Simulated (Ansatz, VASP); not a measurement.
**One calculation of GaN, two programs**

INCAR

```
  ALGO = Normal
  EDIFF = 1E-6
  EDIFFG = -0.002
  ENCUT = 600
  GGA = CA
  IBRION = 2
  ISIF = 3
  ISMEAR = -1
  LASPH = T
  LCHARG = F
  LREAL = F
  LWAVE = F
  NELM = 60
  NSW = 100
  PREC = Accurate
  SIGMA = 0.08
```

The input KPOINTS:

```
k-points
0
Gamma
  16 16 16
```

POSCAR

```
GaN
1.0
    0.0000000000      2.2535006075      2.2535006075
    2.2535006075      0.0000000000      2.2535006075
    2.2535006075      2.2535006075      0.0000000000
Ga N
1 1
Direct
    0.0000000000      0.0000000000      0.0000000000
    0.2500000000      0.2500000000      0.2500000000
```

Input for Ansatz:

```yaml
crystal:
  lattice:
    - [0.0, 2.2535006075, 2.2535006075]
    - [2.2535006075, 0.0, 2.2535006075]
    - [2.2535006075, 2.2535006075, 0.0]
  atoms:
    - { symbol: Ga, position: [0.0, 0.0, 0.0] }
    - { symbol: "N", position: [0.25, 0.25, 0.25] }
kpoints:
  mp_grid: { grid: [16, 16, 16] }
scf:
  occupations: { method: fermi_dirac, width: 0.08 }
hamiltonian:
  xc: lda
  pseudopotentials: { kind: paw }
relax:
  f_tol: 0.002
  max_steps: 80
  cell: {}
output:
  forces: true
  stress: true
  write_density: true
  write_potential: true
  elf: true
  volumetric_format: npy
```

Alike in both runs: task relaxation of cell and atoms; functional LDA; k mesh 16 × 16 × 16; occupations fermi-dirac, width 0.08 eV; no spin polarisation.

```csv
,VASP,Ansatz
version,VASP 6.6.1,Ansatz 0.2.0
potentials or method,"VASP PAW LDA potentials, release 64 (Ga_d, N)","PAW with Ansatz's default frozen-core files, scalar-relativistic"
plane-wave cutoff (eV),600,420
valence electrons in the cell,18,18
```

```csv
,VASP,Ansatz,Ansatz less VASP
relaxed volume (Å³/atom),11.12,11.06,-0.060
relaxed length of the cell vector where the two differ most in proportion (Å),3.156,3.150,-0.0057
```

LDA's correlation is that of Perdew and Zunger in VASP and of Perdew and Wang (1992) in Ansatz.
